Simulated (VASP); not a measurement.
# LiH (Fm-3m) in VASP: notebook

LiH is run at these levels: PBEsol; tasks: single point.

Program: VASP 6.6.1. These are calculated values, not measurements. Logs are shortened: lines on timing, memory, paths and dates and some standing lists are left out, and cuts for length are marked.

**1. The cell of the first run**

The structure is cubic, space group Fm-3m (No. 225). The conventional cell has a = 3.997 Å, b = 3.997 Å, c = 3.997 Å, α = 90.00°, β = 90.00°, γ = 90.00°. Li (site symmetry m-3m) has 6 H at 2.00 Å within 2.6 Å. H (site symmetry m-3m) has 6 Li at 2.00 Å within 2.6 Å.

**2. Single point, PBEsol**

Input file INCAR:

```
ALGO = Normal
EDIFF = 1E-7
ENCUT = 520
GGA = PS
ISIF = 2
ISMEAR = 0
LASPH = T
LCHARG = F
LREAL = F
LWAVE = F
NBANDS = 9
NELM = 80
PREC = Accurate
SIGMA = 0.01
```

Input file KPOINTS:

```
k-points
0
Gamma
  5 5 5
```

Input file POSCAR:

```
LiH
1.0
    0.0000000000      1.9984726907      1.9984726907
    1.9984726907      0.0000000000      1.9984726907
    1.9984726907      1.9984726907      0.0000000000
Li H
1 1
Direct
    0.0000000000      0.0000000000      0.0000000000
    0.5000000000      0.5000000000      0.5000000000
```

Potentials or basis: VASP PAW PBE potentials, release 64 (Li_sv, H).

Launch:

```
$ cat potpaw_PBE.64/Li_sv/POTCAR potpaw_PBE.64/H/POTCAR > POTCAR
$ mpirun -np 1 vasp_std > vasp.out
```

OUTCAR:

```text
EDIFF = 1E-7
   ENCUT = 520
   GGA = PS
   ISIF = 2
   ISMEAR = 0
   LASPH = T
   LREAL = F
   NELM = 80
   PREC = Accurate

 ion  position               nearest neighbor table
   1  0.000  0.000  0.000-
   2  0.500  0.500  0.500-

  LATTYP: Found a face centered cubic cell.
 ALAT       =     3.9969453814

  Lattice vectors:

 A1 = (   0.0000000000,   1.9984726907,   1.9984726907)
 A2 = (   1.9984726907,   0.0000000000,   1.9984726907)
 A3 = (   1.9984726907,   1.9984726907,   0.0000000000)

Analysis of symmetry for initial positions (statically):
=====================================================================
 Subroutine PRICEL returns:
 Original cell was already a primitive cell.

 Routine SETGRP: Setting up the symmetry group for a
 face centered cubic supercell.

 Subroutine GETGRP returns: Found 48 space group operations
 (whereof 48 operations were pure point group operations)
 out of a pool of 48 trial point group operations.

The static configuration has the point symmetry O_h .

Analysis of symmetry for dynamics (positions and initial velocities):
=====================================================================
 Subroutine PRICEL returns:
 Original cell was already a primitive cell.

 Routine SETGRP: Setting up the symmetry group for a
 face centered cubic supercell.

 Subroutine GETGRP returns: Found 48 space group operations
 (whereof 48 operations were pure point group operations)
 out of a pool of 48 trial point group operations.

The dynamic configuration has the point symmetry O_h .

 Subroutine INISYM returns: Found 48 space group operations
 (whereof 48 operations are pure point group operations),
 and found     1 'primitive' translations

----------------------------------------------------------------------------------------

                                     Primitive cell

  volume of cell :      15.9634

  direct lattice vectors                    reciprocal lattice vectors
     0.000000000  1.998472691  1.998472691    -0.250191060  0.250191060  0.250191060
     1.998472691  0.000000000  1.998472691     0.250191060 -0.250191060  0.250191060
     1.998472691  1.998472691  0.000000000     0.250191060  0.250191060 -0.250191060

  length of vectors
     2.826267183  2.826267183  2.826267183     0.433343627  0.433343627  0.433343627

  position of ions in fractional coordinates (direct lattice)
     0.000000000  0.000000000  0.000000000
     0.500000000  0.500000000  0.500000000

  ion indices of the primitive-cell ions
[... 65 lines left out ...]
   NFREE  =      0    steps in history (QN), initial steepest desc. (CG)
   ISIF   =      2    stress and relaxation
   ISYM   =      2    0-nonsym 1-usesym 2-fastsym
   POTIM  = 0.5000    time-step for ionic-motion
   TEBEG  =    0.0;   TEEND  =   0.0 temperature during run
   PSTRESS=    0.0 pullay stress
   NELECT =       4.0000    total number of electrons
   NUPDOWN=      -1.0000    fix difference up-down
   EMIN   =  10.00;   EMAX   =-10.00  energy-range for DOS
   EFERMI =   0.00;   METHOD = LEGACY
   ISMEAR =     0;   SIGMA  =   0.01  broadening in eV -4-tet -1-fermi 0-gaus
   EFERMI_NEDOS =   21; number of points for ismear=-14 and -15
   IALGO  =     38    algorithm
   IMIX   =      4    mixing-type and parameters
     AMIX     =   0.40;   BMIX     =  1.00
     AMIX_MAG =   1.60;   BMIX_MAG =  1.00
  volume/ion in A,a.u.               =       7.98        53.86
  Fermi-wavevector in a.u.,A,eV,Ry     =   1.032096  1.950378 14.493217  1.065221
  Thomas-Fermi vector in A             =   2.166276
   LORBIT       =      0    0 simple, 1 ext, 2 COOP (PROOUT), +10 PAW based schemes
   GGA     = PS    functional components
   LHFCALC =     F    Hartree Fock is set to
   AEXX    =    0.0000 exact exchange contribution
   IVDW    =     0    specifies the selected vdW correction
   LEPSILON=     F    determine dielectric tensor
   LRPA    =     F    only Hartree local field effects (RPA)
 non-spin polarized calculation
 Gauss-broadening in eV      SIGMA  =   0.01
  energy-cutoff  :      520.00
  volume of cell :       15.96
 maximum number of plane-waves:       444
 NGX is ok and might be reduce to    24
   NGX = 11   NGY = 11   NGZ = 11

 number of electron       3.9999996 magnetization

 Free energy of the ion-electron system (eV)
  ---------------------------------------------------
  ext. energy  EPLUGINS =         0.00000000
  ---------------------------------------------------
  free energy    TOTEN  =        -6.12058573 eV

  energy without entropy =       -6.12058573  energy(sigma->0) =       -6.12058573

 E-fermi :  -0.0586     XC(G=0):  -8.6386

 val. band max:       -0.1037477060   @ k =  -0.4000   0.4000   0.0000
 cond. band min:       3.6776738832   @ k =  -0.4000   0.4000   0.0000
 fundamental gap:      3.7814215893
 Fermi energy:        -0.0585709870

 k-point     1 :       0.0000    0.0000    0.0000
  band No.  band energies     occupation
      1     -43.4979      2.00000
      2      -5.3775      2.00000
      3      16.4164      0.00000
      4      18.0136      0.00000
      5      18.0136      0.00000
      6      18.0137      0.00000
      7      22.6438      0.00000
      8      22.6438      0.00000
      9      22.6438      0.00000
[... 97 lines left out ...]
 k-point    10 :      -0.4000    0.4000    0.2000
  band No.  band energies     occupation
      1     -43.4347      2.00000
      2      -0.9785      2.00000
      3       5.7451      0.00000
      4       6.6119      0.00000
      5      12.2788      0.00000
      6      17.4902      0.00000
      7      21.8727      0.00000
      8      26.1128      0.00000
      9      29.2794      0.00000

------------------------ aborting loop because EDIFF is reached ----------------------------------------

  FORCE on cell =-STRESS in cart. coord.  units (eV):
  Direction    XX          YY          ZZ          XY          YZ          ZX
  --------------------------------------------------------------------------------------
  -------------------------------------------------------------------------------------
  Total       -0.0626534     -0.0626534     -0.0626534      0.0000000     -0.0000000     -0.0000000
  in kB       -6.2882570     -6.2882570     -6.2882570      0.0000000     -0.0000000     -0.0000000
  external PRESSURE =      -6.2882570 kB  Pullay stress =       0.0000000 kB

 VOLUME and BASIS-vectors are now :
 -----------------------------------------------------------------------------
  energy-cutoff  :      520.00
  volume of cell :       15.96
      direct lattice vectors                 reciprocal lattice vectors
     0.000000000  1.998472691  1.998472691    -0.250191060  0.250191060  0.250191060
     1.998472691  0.000000000  1.998472691     0.250191060 -0.250191060  0.250191060
     1.998472691  1.998472691  0.000000000     0.250191060  0.250191060 -0.250191060

 POSITION                                       TOTAL-FORCE (eV/Angst)
 -----------------------------------------------------------------------------------
      0.00000      0.00000      0.00000         0.000000      0.000000      0.000000
      1.99847      1.99847      1.99847         0.000000      0.000000      0.000000
 -----------------------------------------------------------------------------------
    total drift:                                0.000000     -0.000000     -0.000000

  FREE ENERGIE OF THE ION-ELECTRON SYSTEM (eV)
  ---------------------------------------------------
  free  energy   TOTEN  =        -6.1205857330 eV

  energy  without entropy=       -6.1205857330  energy(sigma->0) =       -6.12058573
```

stdout:

```text
POSCAR found type information on POSCAR LiH
 POSCAR found :  2 types and       2 ions
 scaLAPACK will be used
 -----------------------------------------------------------------------------
|                                                                             |
|                                                                             |
|     You enforced a specific xc type in the INCAR file but a different       |
|     I HOPE YOU KNOW WHAT YOU ARE DOING!                                     |
|                                                                             |
 -----------------------------------------------------------------------------

 LDA part: xc-table for (Slater+PW92), standard interpolation
 POSCAR, INCAR and KPOINTS ok, starting setup
 FFT: planning ... GRIDC
 FFT: planning ... GRID_SOFT
 FFT: planning ... GRID
 WAVECAR not read
 entering main loop
```

It took 2.8 s on 1 thread of AMD EPYC 7R13 (Zen 3), shared host; peak memory 0.1 GiB.

What came out:

```yaml
Free_energy: -6.1206 eV
Band_gap_on_the_k_mesh: 3.78 eV, direct
```

Caveat: the k points lie up to 0.54 Å⁻¹ apart; the cutoff is under 1.25 times the usual one of these potentials, so pressure, stress and relaxed cells hold a basis-set (Pulay) error; the PAW data sets were made with another functional, which shifts forces and pressure a little. PBEsol gaps usually lie below the measured ones, often by a third to a half.

**3. Single point, PBEsol**

Input file INCAR:

```
  PREC = Accurate
  ENCUT = 520
  EDIFF = 1E-6
  ISMEAR = 0
  SIGMA = 0.01
  LREAL = False
  LASPH = True
  NELM = 60
  ALGO = Normal
  ISIF = 2
  LWAVE = False
  LCHARG = False
  GGA = PS
  NBANDS = 9
```

Input file KPOINTS:

```
regular mesh
0
Gamma
  8 8 8
```

POSCAR is that of step 2.

Potentials or basis: VASP PAW PBE potentials, release 64 (Li_sv, H).

Launch:

```
$ cat potpaw_PBE.64/Li_sv/POTCAR potpaw_PBE.64/H/POTCAR > POTCAR
$ mpirun -np 1 vasp_std > vasp.out
```

Run time: 4.5 s. Hardware: 1 thread of AMD EPYC 7R13 (Zen 3), shared host; peak memory 0.1 GiB.

It converged, with:

```
Free energy            : -6.1201 eV
Band gap on the k mesh : 2.74 eV, direct
```

Levels at points of the mesh, in eV from the valence-band top:
```
           k point  band 1  band 2  band 3  band 4  band 5  band 6  band 7
(0.00, 0.00, 0.00)  -43.70   -5.58   16.22   17.82   17.82   17.82   22.45
(0.50, 0.00, 0.00)  -43.64   -2.73    4.72   13.64   16.37   16.37   18.98
(0.50, 0.50, 0.00)  -43.63    0.00    2.74   10.66   10.66   13.74   17.29
```

Caveat: the cutoff is under 1.25 times the usual one of these potentials, so pressure, stress and relaxed cells hold a basis-set (Pulay) error; the PAW data sets were made with another functional, which shifts forces and pressure a little. A k mesh can miss the band edges.

**4. Single point, PBEsol**

Input file INCAR:

```
SYSTEM = LiH
ALGO     = Normal         ! electronic algorithm
EDIFF    = 1E-6           ! SCF threshold, eV
ENCUT    = 520            ! plane-wave cutoff, eV
GGA      = PS             ! functional
ISIF     = 2              ! what is computed and relaxed
ISMEAR   = 0              ! smearing method
LASPH    = .TRUE.         ! aspherical terms in the spheres
LCHARG   = .TRUE.         ! write CHGCAR
LELF     = .TRUE.         ! ELF
LREAL    = .FALSE.        ! projectors in reciprocal space
LVHAR    = .TRUE.       
LWAVE    = .FALSE.        ! write WAVECAR
NBANDS   = 9              ! bands
NELM     = 100            ! most SCF steps
PREC     = Accurate       ! precision mode
SIGMA    = 0.01           ! smearing width, eV
```

Input file KPOINTS:

```
k-points
0
G
  8 8 8
  0 0 0
```

POSCAR is that of step 3.

Potentials or basis: VASP PAW PBE potentials, release 64 (Li_sv, H).

Launch:

```
$ cat potpaw_PBE.64/Li_sv/POTCAR potpaw_PBE.64/H/POTCAR > POTCAR
$ mpirun -np 1 vasp_std > vasp.out
```

OUTCAR:

```text
SYSTEM = LiH
   EDIFF = 1E-6
   ENCUT = 520
   GGA = PS
   ISIF = 2
   ISMEAR = 0
   LASPH = .TRUE.
   LREAL = .FALSE.
   NELM = 100
   PREC = Accurate

 ion  position               nearest neighbor table
   1  0.000  0.000  0.000-
   2  0.500  0.500  0.500-

  LATTYP: Found a face centered cubic cell.
 ALAT       =     3.9969453814

  Lattice vectors:

 A1 = (   0.0000000000,   1.9984726907,   1.9984726907)
 A2 = (   1.9984726907,   0.0000000000,   1.9984726907)
 A3 = (   1.9984726907,   1.9984726907,   0.0000000000)

Analysis of symmetry for initial positions (statically):
=====================================================================
 Subroutine PRICEL returns:
 Original cell was already a primitive cell.

 Routine SETGRP: Setting up the symmetry group for a
 face centered cubic supercell.

 Subroutine GETGRP returns: Found 48 space group operations
 (whereof 48 operations were pure point group operations)
 out of a pool of 48 trial point group operations.

The static configuration has the point symmetry O_h .

Analysis of symmetry for dynamics (positions and initial velocities):
=====================================================================
 Subroutine PRICEL returns:
 Original cell was already a primitive cell.

 Routine SETGRP: Setting up the symmetry group for a
 face centered cubic supercell.

 Subroutine GETGRP returns: Found 48 space group operations
 (whereof 48 operations were pure point group operations)
 out of a pool of 48 trial point group operations.

The dynamic configuration has the point symmetry O_h .

 Subroutine INISYM returns: Found 48 space group operations
 (whereof 48 operations are pure point group operations),
 and found     1 'primitive' translations

----------------------------------------------------------------------------------------

                                     Primitive cell

  volume of cell :      15.9634

[... 108 lines left out ...]
     AMIX_MAG =   1.60;   BMIX_MAG =  1.00
  volume/ion in A,a.u.               =       7.98        53.86
  Fermi-wavevector in a.u.,A,eV,Ry     =   1.032096  1.950378 14.493217  1.065221
  Thomas-Fermi vector in A             =   2.166276
   LORBIT       =      0    0 simple, 1 ext, 2 COOP (PROOUT), +10 PAW based schemes
   GGA     = PS    functional components
   LHFCALC =     F    Hartree Fock is set to
   AEXX    =    0.0000 exact exchange contribution
   IVDW    =     0    specifies the selected vdW correction
   LEPSILON=     F    determine dielectric tensor
   LRPA    =     F    only Hartree local field effects (RPA)
 non-spin polarized calculation
 Gauss-broadening in eV      SIGMA  =   0.01
  energy-cutoff  :      520.00
  volume of cell :       15.96
 maximum number of plane-waves:       445
 NGX is ok and might be reduce to    24
   NGX = 11   NGY = 11   NGZ = 11

 number of electron       3.9999996 magnetization

 Free energy of the ion-electron system (eV)
  ---------------------------------------------------
  ext. energy  EPLUGINS =         0.00000000
  ---------------------------------------------------
  free energy    TOTEN  =        -6.12009588 eV

  energy without entropy =       -6.12009588  energy(sigma->0) =       -6.12009588

 E-fermi :   0.4085     XC(G=0):  -8.6389

 val. band max:        0.1983618027   @ k =   0.5000   0.5000   0.0000
 cond. band min:       2.9376377870   @ k =   0.5000   0.5000   0.0000
 fundamental gap:      2.7392759843
 Fermi energy:         0.4084891311

 k-point     1 :       0.0000    0.0000    0.0000
  band No.  band energies     occupation
      1     -43.4973      2.00000
      2      -5.3781      2.00000
      3      16.4152      0.00000
      4      18.0135      0.00000
      5      18.0135      0.00000
      6      18.0136      0.00000
      7      22.6434      0.00000
      8      22.6434      0.00000
      9      22.6434      0.00000
[... 265 lines left out ...]
 k-point    24 :      -0.3750    0.2500    0.1250
  band No.  band energies     occupation
      1     -43.4381      2.00000
      2      -1.5956      2.00000
      3       5.0782      0.00000
      4       8.9126      0.00000
      5      13.3835      0.00000
      6      16.5418      0.00000
      7      23.2016      0.00000
      8      26.2752      0.00000
      9      27.4522      0.00000

 [... further k-points ...]
[... 5 lines left out ...]
  --------------------------------------------------------------------------------------
  -------------------------------------------------------------------------------------
  Total       -0.0632219     -0.0632219     -0.0632219      0.0000000      0.0000000     -0.0000000
  in kB       -6.3453154     -6.3453154     -6.3453154      0.0000000      0.0000000     -0.0000000
  external PRESSURE =      -6.3453154 kB  Pullay stress =       0.0000000 kB

 VOLUME and BASIS-vectors are now :
 -----------------------------------------------------------------------------
  energy-cutoff  :      520.00
  volume of cell :       15.96
      direct lattice vectors                 reciprocal lattice vectors
     0.000000000  1.998472691  1.998472691    -0.250191060  0.250191060  0.250191060
     1.998472691  0.000000000  1.998472691     0.250191060 -0.250191060  0.250191060
     1.998472691  1.998472691  0.000000000     0.250191060  0.250191060 -0.250191060

 POSITION                                       TOTAL-FORCE (eV/Angst)
 -----------------------------------------------------------------------------------
      0.00000      0.00000      0.00000         0.000000     -0.000000     -0.000000
      1.99847      1.99847      1.99847        -0.000000      0.000000      0.000000
 -----------------------------------------------------------------------------------
    total drift:                                0.000000     -0.000000     -0.000000

  FREE ENERGIE OF THE ION-ELECTRON SYSTEM (eV)
  ---------------------------------------------------
  free  energy   TOTEN  =        -6.1200958789 eV

  energy  without entropy=       -6.1200958789  energy(sigma->0) =       -6.12009588
```

OSZICAR:

```text
N       E                     dE             d eps       ncg     rms          rms(c)
DAV:   1    -0.124083436781E+01   -0.12408E+01   -0.13169E+03   530   0.393E+02
DAV:   2    -0.627686173045E+01   -0.50360E+01   -0.49945E+01   735   0.569E+01
DAV:   3    -0.634393546277E+01   -0.67074E-01   -0.67049E-01   675   0.564E+00
DAV:   4    -0.634419463093E+01   -0.25917E-03   -0.25915E-03   689   0.299E-01
DAV:   5    -0.634419571280E+01   -0.10819E-05   -0.10819E-05   688   0.141E-02    0.269E+00
DAV:   6    -0.617526283956E+01    0.16893E+00   -0.14256E-01   579   0.114E+00    0.134E+00
DAV:   7    -0.611899249336E+01    0.56270E-01   -0.17248E-01   592   0.142E+00    0.201E-01
DAV:   8    -0.612013165176E+01   -0.11392E-02   -0.36154E-03   596   0.427E-01    0.322E-02
DAV:   9    -0.612009818909E+01    0.33463E-04   -0.95129E-05   658   0.404E-02    0.637E-03
DAV:  10    -0.612009606423E+01    0.21249E-05   -0.34494E-06   612   0.138E-02    0.245E-03
DAV:  11    -0.612009587894E+01    0.18529E-06   -0.13236E-07   364   0.247E-03
   1 F= -.61200959E+01 E0= -.61200959E+01  d E =0.000000E+00
```

Wall time 5.5 s (1 thread of AMD EPYC 7R13 (Zen 3), shared host); peak memory 0.1 GiB.

What came out:

| Quantity | Value |
| --- | --- |
| Free energy | -6.1201 eV |
| Band gap on the k mesh | 2.74 eV, direct |

Caveat: the cutoff is under 1.25 times the usual one of these potentials, so pressure, stress and relaxed cells hold a basis-set (Pulay) error; the PAW data sets were made with another functional, which shifts forces and pressure a little. A hybrid or GW would open this gap; PBEsol tends to underestimate it.
